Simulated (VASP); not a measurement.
# Ca3H (Pm-3m) in VASP: notebook

Ca3H is run at these levels: PBE; tasks: single point, relaxation of cell and atoms.

Program: VASP 6.6.1. These are calculated values, not measurements. Logs are shortened: lines on timing, memory, paths and dates and some standing lists are left out, and cuts for length are marked.

### 1 The cell of the first run

The structure is cubic, space group Pm-3m (No. 221). Conventional cell: a = 4.205 Å, b = 4.205 Å, c = 4.205 Å, α = 90.00°, β = 90.00°, γ = 90.00°. Ca (site symmetry 4/mmm) has 8 Ca at 2.97 Å and 4 H at 2.97 Å within 3.9 Å. Within 3.9 Å of H (site symmetry m-3m) lie 12 Ca at 2.97 Å.

The cell was built from a structure type or drawn by symmetry, and may not be a known phase.

### 2 Single point, PBE

Input file INCAR:

```
SYSTEM = Ca3H
ALGO     = Normal         ! electronic algorithm
EDIFF    = 1E-6           ! SCF threshold, eV
ENCUT    = 520            ! plane-wave cutoff, eV
GGA      = PE             ! functional
ISIF     = 2              ! what is computed and relaxed
ISMEAR   = 0              ! smearing method
LASPH    = .True.         ! aspherical terms in the spheres
LCHARG   = .False.        ! write CHGCAR
LREAL    = .False.        ! projectors in reciprocal space
LWAVE    = .False.        ! write WAVECAR
NBANDS   = 24             ! bands
NELM     = 60             ! most SCF steps
PREC     = Accurate       ! precision mode
SIGMA    = 0.1            ! smearing width, eV
```

Input file KPOINTS:

```
k-points
0
Gamma
  4 4 4
  0 0 0
```

Input file POSCAR:

```
Ca3H
1.0
    4.2052743000      0.0000000000      0.0000000000
    0.0000000000      4.2052743000      0.0000000000
    0.0000000000      0.0000000000      4.2052743000
Ca H
3 1
Direct
    0.5000000000      0.5000000000      0.0000000000
    0.5000000000      0.0000000000      0.5000000000
    0.0000000000      0.5000000000      0.5000000000
    0.0000000000      0.0000000000      0.0000000000
```

Potentials or basis: VASP PAW PBE potentials, release 64 (Ca_sv, H).

Run with:

```sh
$ cat potpaw_PBE.64/Ca_sv/POTCAR potpaw_PBE.64/H/POTCAR > POTCAR
$ mpirun -np 1 vasp_std > vasp.out
```

OUTCAR:

```text
SYSTEM = Ca3H
   EDIFF = 1E-6
   ENCUT = 520
   GGA = PE
   ISIF = 2
   ISMEAR = 0
   LASPH = .True.
   LREAL = .False.
   NELM = 60
   PREC = Accurate

 ion  position               nearest neighbor table
   1  0.500  0.500  0.000-   2 2.97   3 2.97   2 2.97   3 2.97   2 2.97   2 2.97   3 2.97   3 2.97

   2  0.500  0.000  0.500-   1 2.97   3 2.97   1 2.97   1 2.97   3 2.97   1 2.97   3 2.97   3 2.97

   3  0.000  0.500  0.500-   1 2.97   2 2.97   1 2.97   2 2.97   1 2.97   2 2.97   1 2.97   2 2.97

   4  0.000  0.000  0.000-

  LATTYP: Found a simple cubic cell.
 ALAT       =     4.2052743000

  Lattice vectors:

 A1 = (   4.2052743000,   0.0000000000,   0.0000000000)
 A2 = (   0.0000000000,   4.2052743000,   0.0000000000)
 A3 = (   0.0000000000,   0.0000000000,   4.2052743000)

Analysis of symmetry for initial positions (statically):
=====================================================================
 Subroutine PRICEL returns:
 Original cell was already a primitive cell.

 Routine SETGRP: Setting up the symmetry group for a
 simple cubic supercell.

 Subroutine GETGRP returns: Found 48 space group operations
 (whereof 48 operations were pure point group operations)
 out of a pool of 48 trial point group operations.

The static configuration has the point symmetry O_h .

Analysis of symmetry for dynamics (positions and initial velocities):
=====================================================================
 Subroutine PRICEL returns:
 Original cell was already a primitive cell.

 Routine SETGRP: Setting up the symmetry group for a
 simple cubic supercell.

 Subroutine GETGRP returns: Found 48 space group operations
 (whereof 48 operations were pure point group operations)
 out of a pool of 48 trial point group operations.

The dynamic configuration has the point symmetry O_h .

 Subroutine INISYM returns: Found 48 space group operations
 (whereof 48 operations are pure point group operations),
 and found     1 'primitive' translations

----------------------------------------------------------------------------------------

                                     Primitive cell

  volume of cell :      74.3675

  direct lattice vectors                    reciprocal lattice vectors
     4.205274300  0.000000000  0.000000000     0.237796617  0.000000000  0.000000000
[... 74 lines left out ...]
   NELM   =     60;   NELMIN=  2; NELMDL= -5     # of ELM steps
   EDIFF  = 0.1E-05   stopping-criterion for ELM
   LREAL  =      F    real-space projection
   EDIFFG = 0.1E-04   stopping-criterion for IOM
   NSW    =      0    number of steps for IOM
   IBRION =     -1    ionic relax: 0-MD 1-quasi-New 2-CG
   NFREE  =      0    steps in history (QN), initial steepest desc. (CG)
   ISIF   =      2    stress and relaxation
   ISYM   =      2    0-nonsym 1-usesym 2-fastsym
   POTIM  = 0.5000    time-step for ionic-motion
   TEBEG  =    0.0;   TEEND  =   0.0 temperature during run
   PSTRESS=    0.0 pullay stress
   NELECT =      31.0000    total number of electrons
   NUPDOWN=      -1.0000    fix difference up-down
   EMIN   =  10.00;   EMAX   =-10.00  energy-range for DOS
   EFERMI =   0.00;   METHOD = LEGACY
   ISMEAR =     0;   SIGMA  =   0.10  broadening in eV -4-tet -1-fermi 0-gaus
   EFERMI_NEDOS =   21; number of points for ismear=-14 and -15
   IALGO  =     38    algorithm
   IMIX   =      4    mixing-type and parameters
     AMIX     =   0.40;   BMIX     =  1.00
     AMIX_MAG =   1.60;   BMIX_MAG =  1.00
  volume/ion in A,a.u.               =      18.59       125.46
  Fermi-wavevector in a.u.,A,eV,Ry     =   1.222929  2.311000 20.348249  1.495554
  Thomas-Fermi vector in A             =   2.358058
   LORBIT       =      0    0 simple, 1 ext, 2 COOP (PROOUT), +10 PAW based schemes
   GGA     = PE    functional components
   LHFCALC =     F    Hartree Fock is set to
   AEXX    =    0.0000 exact exchange contribution
   IVDW    =     0    specifies the selected vdW correction
   LEPSILON=     F    determine dielectric tensor
   LRPA    =     F    only Hartree local field effects (RPA)
 non-spin polarized calculation
 Gauss-broadening in eV      SIGMA  =   0.10
  energy-cutoff  :      520.00
  volume of cell :       74.37
 maximum number of plane-waves:      2016
 NGX is ok and might be reduce to    32
   NGX = 15   NGY = 15   NGZ = 15

 number of electron      30.9999995 magnetization

 Free energy of the ion-electron system (eV)
  ---------------------------------------------------
  ext. energy  EPLUGINS =         0.00000000
  ---------------------------------------------------
  free energy    TOTEN  =        -4.27388376 eV

  energy without entropy =       -4.25020748  energy(sigma->0) =       -4.26204562

 E-fermi :   4.8263     XC(G=0):  -9.7597

 val. band max:        4.7715608113   @ k =   0.2500   0.2500   0.2500
 cond. band min:       4.9125901313   @ k =   0.2500   0.2500   0.2500
 fundamental gap:      0.1410293200
 Fermi energy:         4.8262756102

 k-point     1 :       0.0000    0.0000    0.0000
  band No.  band energies     occupation
      1     -36.5782      2.00000
      2     -36.2006      2.00000
      3     -36.2006      2.00000
      4     -18.0775      2.00000
      5     -18.0775      2.00000
      6     -18.0775      2.00000
[... 259 lines left out ...]
     23       7.4323      0.00000
     24       8.2173      0.00000

------------------------ aborting loop because EDIFF is reached ----------------------------------------

  FORCE on cell =-STRESS in cart. coord.  units (eV):
  Direction    XX          YY          ZZ          XY          YZ          ZX
  --------------------------------------------------------------------------------------
  -------------------------------------------------------------------------------------
  Total       10.3062942     10.3062942     10.3062942     -0.0000000      0.0000000     -0.0000000
  in kB      222.0394447    222.0394447    222.0394447     -0.0000000      0.0000000     -0.0000000
  external PRESSURE =     222.0394447 kB  Pullay stress =       0.0000000 kB

 VOLUME and BASIS-vectors are now :
 -----------------------------------------------------------------------------
  energy-cutoff  :      520.00
  volume of cell :       74.37
      direct lattice vectors                 reciprocal lattice vectors
     4.205274300  0.000000000  0.000000000     0.237796617  0.000000000  0.000000000
     0.000000000  4.205274300  0.000000000     0.000000000  0.237796617  0.000000000
     0.000000000  0.000000000  4.205274300     0.000000000  0.000000000  0.237796617

 POSITION                                       TOTAL-FORCE (eV/Angst)
 -----------------------------------------------------------------------------------
      2.10264      2.10264      0.00000         0.000000      0.000000      0.000000
      2.10264      0.00000      2.10264         0.000000      0.000000      0.000000
      0.00000      2.10264      2.10264         0.000000      0.000000      0.000000
      0.00000      0.00000      0.00000         0.000000      0.000000      0.000000
 -----------------------------------------------------------------------------------
    total drift:                                0.000000     -0.000000     -0.000000

  FREE ENERGIE OF THE ION-ELECTRON SYSTEM (eV)
  ---------------------------------------------------
  free  energy   TOTEN  =        -4.2738837643 eV

  energy  without entropy=       -4.2502074768  energy(sigma->0) =       -4.26204562
```

OSZICAR:

```text
N       E                     dE             d eps       ncg     rms          rms(c)
DAV:   1     0.307707954773E+03    0.30771E+03   -0.15062E+04   480   0.124E+03
DAV:   2     0.131050050529E+02   -0.29460E+03   -0.28692E+03   520   0.383E+02
DAV:   3    -0.395604010297E+01   -0.17061E+02   -0.16428E+02   936   0.693E+01
DAV:   4    -0.472879696644E+01   -0.77276E+00   -0.76814E+00   696   0.139E+01
DAV:   5    -0.475468068484E+01   -0.25884E-01   -0.25879E-01   752   0.235E+00    0.363E+00
DAV:   6    -0.436020904327E+01    0.39447E+00   -0.32796E-01   688   0.310E+00    0.184E+00
DAV:   7    -0.427293234803E+01    0.87277E-01   -0.18759E-01   672   0.205E+00    0.362E-01
DAV:   8    -0.427333363266E+01   -0.40128E-03   -0.18482E-02   800   0.617E-01    0.138E-01
DAV:   9    -0.427367034316E+01   -0.33671E-03   -0.83965E-04   656   0.172E-01    0.850E-02
DAV:  10    -0.427388678162E+01   -0.21644E-03   -0.38742E-04   712   0.120E-01    0.786E-03
DAV:  11    -0.427388349428E+01    0.32873E-05   -0.17956E-05   712   0.256E-02    0.637E-03
DAV:  12    -0.427388376433E+01   -0.27006E-06   -0.13212E-06   512   0.696E-03
   1 F= -.42738838E+01 E0= -.42620456E+01  d E =-.236763E-01
```

stdout:

```text
POSCAR found type information on POSCAR CaH
 POSCAR found :  2 types and       4 ions
 scaLAPACK will be used
 LDA part: xc-table for (Slater+PW92), standard interpolation
 POSCAR, INCAR and KPOINTS ok, starting setup
 FFT: planning ... GRIDC
 FFT: planning ... GRID_SOFT
 FFT: planning ... GRID
 WAVECAR not read
 entering main loop
```

It took 24 s on 1 thread of Intel Xeon 8259CL, shared host; peak memory 0.18 GiB.

Results:

- Free energy: -4.2739 eV
- Pressure: 22.2 GPa
- Band gap on the k mesh: zero (an odd number of electrons rules out a gap without spin polarisation)

Caveat: the k points lie up to 0.37 Å⁻¹ apart, too coarse for converged energies and pressures of a metal.

### 3 Single point, PBE

This run uses another cell than the first one, of 33.51 Å³/atom.

Input file INCAR:

```
SYSTEM = Ca3H
PREC     = Accurate       ! precision mode
ENCUT    = 520            ! plane-wave cutoff, eV
EDIFF    = 1E-7           ! SCF threshold, eV
ISMEAR   = 0              ! smearing method
SIGMA    = 0.1            ! smearing width, eV
LREAL    = .False.        ! projectors in reciprocal space
LASPH    = .True.         ! aspherical terms in the spheres
NELM     = 100            ! most SCF steps
ALGO     = Normal         ! electronic algorithm
ISIF     = 2              ! what is computed and relaxed
LWAVE    = .False.        ! write WAVECAR
LCHARG   = .False.        ! write CHGCAR
GGA      = PE             ! functional
NBANDS   = 24             ! bands
```

Input file KPOINTS:

```
regular mesh
0
Gamma
  4 4 4
  0 0 0
```

Input file POSCAR:

```
Ca3H
1.0
    5.1178939271      0.0000000000      0.0000000000
    0.0000000000      5.1178939271      0.0000000000
    0.0000000000      0.0000000000      5.1178939271
Ca H
3 1
Direct
    0.5000000000      0.5000000000      0.0000000000
    0.5000000000      0.0000000000      0.5000000000
    0.0000000000      0.5000000000      0.5000000000
    0.0000000000      0.0000000000      0.0000000000
```

Potentials or basis: VASP PAW PBE potentials, release 64 (Ca_sv, H).

Run with:

```sh
$ cat potpaw_PBE.64/Ca_sv/POTCAR potpaw_PBE.64/H/POTCAR > POTCAR
$ mpirun -np 1 vasp_std > vasp.out
```

It took 48 s on 1 thread of Intel Xeon 8259CL, shared host; peak memory 0.25 GiB.

Results (log left out):

* Free energy: -7.2172 eV
* Pressure: 0.3 GPa
* Band gap on the k mesh: zero (an odd number of electrons rules out a gap without spin polarisation)

Levels at points of the mesh, in eV from the Fermi level:
```tsv
k point	band 13	band 14	band 15	band 16	band 17	band 18
(0.00, 0.00, 0.00)	-4.54	-1.75	0.13	0.13	0.68	0.68
(0.50, 0.00, 0.00)	-3.40	-2.78	-0.01	0.75	0.88	0.88
(0.50, 0.50, 0.00)	-2.85	-1.43	-1.24	-1.24	0.77	1.21
(0.50, 0.50, 0.50)	-2.75	-0.74	-0.74	-0.74	-0.13	0.61
```

### 4 Relaxation of cell and atoms, PBE

Input file INCAR:

```
SYSTEM = Ca3H
ALGO = Normal
EDIFF = 1E-6
EDIFFG = -0.04
ENCUT = 600
GGA = PE
IBRION = 2
ISIF = 3
ISMEAR = 0
LASPH = .True.
LCHARG = .False.
LREAL = .False.
LWAVE = .False.
NELM = 80
NSW = 90
PREC = Accurate
SIGMA = 0.1
```

Input file KPOINTS:

```
k-points
0
Gamma
  4 4 4
  0 0 0
```

Input file POSCAR:

```
Ca3H
1.0
    4.2052743000      0.0000000000      0.0000000000
    0.0000000000      4.2052743000      0.0000000000
    0.0000000000      0.0000000000      4.2052743000
Ca H
3 1
Direct
    0.5000000000      0.5000000000      0.0000000000
    0.5000000000      0.0000000000      0.5000000000
    0.0000000000      0.5000000000      0.5000000000
    0.0000000000      0.0000000000      0.0000000000
```

Potentials or basis: VASP PAW PBE potentials, release 64 (Ca_sv, H).

Run with:

```sh
$ cat potpaw_PBE.64/Ca_sv/POTCAR potpaw_PBE.64/H/POTCAR > POTCAR
$ mpirun -np 1 vasp_std > vasp.out
```

OUTCAR:

```text
SYSTEM = Ca3H
   EDIFF = 1E-6
   EDIFFG = -0.04
   ENCUT = 600
   GGA = PE
   IBRION = 2
   ISIF = 3
   ISMEAR = 0
   LASPH = .True.
   LREAL = .False.
   NELM = 80
   NSW = 90
   PREC = Accurate

 ion  position               nearest neighbor table
   1  0.500  0.500  0.000-   2 2.97   3 2.97   2 2.97   3 2.97   2 2.97   2 2.97   3 2.97   3 2.97

   2  0.500  0.000  0.500-   1 2.97   3 2.97   1 2.97   1 2.97   3 2.97   1 2.97   3 2.97   3 2.97

   3  0.000  0.500  0.500-   1 2.97   2 2.97   1 2.97   2 2.97   1 2.97   2 2.97   1 2.97   2 2.97

   4  0.000  0.000  0.000-

  LATTYP: Found a simple cubic cell.
 ALAT       =     4.2052743000

  Lattice vectors:

 A1 = (   4.2052743000,   0.0000000000,   0.0000000000)
 A2 = (   0.0000000000,   4.2052743000,   0.0000000000)
 A3 = (   0.0000000000,   0.0000000000,   4.2052743000)

Analysis of symmetry for initial positions (statically):
[... 169 lines left out ...]
 cond. band min:       4.9122633238   @ k =   0.2500   0.2500   0.2500
 fundamental gap:      0.1409749630
 Fermi energy:         4.8259566301

 k-point     1 :       0.0000    0.0000    0.0000
  band No.  band energies     occupation
      1     -36.5783      2.00000
      2     -36.2007      2.00000
      3     -36.2007      2.00000
      4     -18.0778      2.00000
      5     -18.0778      2.00000
      6     -18.0778      2.00000
[... 360 lines left out ...]
--------------------------------------- Ionic step        5  -------------------------------------------

 number of electron      30.9999995 magnetization

 Free energy of the ion-electron system (eV)
  ---------------------------------------------------
  ext. energy  EPLUGINS =         0.00000000
  ---------------------------------------------------
  free energy    TOTEN  =        -7.19819198 eV

  energy without entropy =       -7.18280999  energy(sigma->0) =       -7.19050099

 E-fermi :   1.7665     XC(G=0):  -7.6227

 val. band max:        1.6131156639   @ k =   0.5000   0.5000   0.5000
 cond. band min:       1.7758938012   @ k =   0.5000   0.0000   0.0000
 fundamental gap:      0.1627781373
 Fermi energy:         1.7664956059

 k-point     1 :       0.0000    0.0000    0.0000
  band No.  band energies     occupation
      1     -40.5099      2.00000
      2     -40.4755      2.00000
      3     -40.4755      2.00000
      4     -21.5812      2.00000
      5     -21.5812      2.00000
      6     -21.5812      2.00000
[... 240 lines left out ...]
  FREE ENERGIE OF THE ION-ELECTRON SYSTEM (eV)
  ---------------------------------------------------
  free  energy   TOTEN  =        -7.1981919835 eV

  energy  without entropy=       -7.1828099917  energy(sigma->0) =       -7.19050099

 reached required accuracy - stopping structural energy minimisation
```

Wall time 2.2 min (1 thread of Intel Xeon 8259CL, shared host); peak memory 0.21 GiB.

What came out:

| Item | Value |
| --- | --- |
| Free energy | -7.1982 eV |
| Relaxed volume | 34.10 Å³/atom |
| Relaxed cell | a = 5.148 Å, b = 5.148 Å, c = 5.148 Å, α = 90.00°, β = 90.00°, γ = 90.00° |
| Space group after relaxing (to 0.1 Å) | Pm-3m (No. 221) |
| Energy gained by relaxing | 730.9 meV/atom |
| Ionic steps | 5 |
| Pressure after relaxing | 0.0 GPa |
| Band gap on the k mesh | zero (an odd number of electrons rules out a gap without spin polarisation) |

The path:
| step | energy change (eV) | largest force (eV/Å) | pressure (GPa) | volume (Å³) |
| --- | --- | --- | --- | --- |
| 1 | 0.0000 | 0.0000 | 22.24 | 74.37 |
| 2 | -2.4699 | 0.0000 | 5.74 | 105.75 |
| 3 | -2.8941 | 0.0000 | 1.11 | 127.47 |
| 4 | -2.9225 | 0.0000 | 0.20 | 134.61 |
| 5 | -2.9237 | 0.0000 | 0.00 | 136.41 |

Final structure:
```
Ca H
1.0
     5.14772    0.00000    0.00000
     0.00000    5.14772    0.00000
     0.00000    0.00000    5.14772
Ca H
3 1
Cartesian
  2.5739 2.5739 0.0000
  2.5739 0.0000 2.5739
  0.0000 2.5739 2.5739
  0.0000 0.0000 0.0000
```

Levels at points of the mesh, in eV from the Fermi level:
```
           k point  band 12  band 13  band 14  band 15  band 16  band 17  band 18  band 19
(0.00, 0.00, 0.00)   -23.15    -4.49    -1.72     0.14     0.14     0.69     0.69     0.69
(0.50, 0.00, 0.00)   -23.17    -3.36    -2.76     0.01     0.88     0.88     0.97     1.07
(0.50, 0.50, 0.00)   -23.13    -2.81    -1.44    -1.24    -1.24     0.77     1.21     1.29
(0.50, 0.50, 0.50)   -23.13    -2.71    -0.74    -0.74    -0.74    -0.15     0.60     0.60
```

Caveat: the k points lie up to 0.31 Å⁻¹ apart in the final cell, too coarse for converged energies and pressures of a metal; the volume moved by over 15 % at a fixed basis, so the end points are rough.

### 5 The runs side by side

```tsv
task	cell	cutoff (eV)	gap on the mesh (eV)	pressure (GPa)
single point	a = 4.205 Å, 4 atoms	520	none	22.2
single point	a = 5.118 Å, 4 atoms	520	none	0.3
relaxation of cell and atoms	relaxed from a = 4.205 Å, 4 atoms	600	none	0.0
```

Alike in all rows: level PBE; potentials or basis VASP PAW PBE potentials, release 64 (Ca_sv, H); no spin polarisation; k mesh 4 × 4 × 4; smearing gaussian 0.1 eV.

Caveats: some runs use coarse meshes; the volume moved by over 15 % at a fixed basis, so the end points are rough (at least some runs).

Total energies depend on the potentials used, so only differences within one code and one set of settings carry meaning.
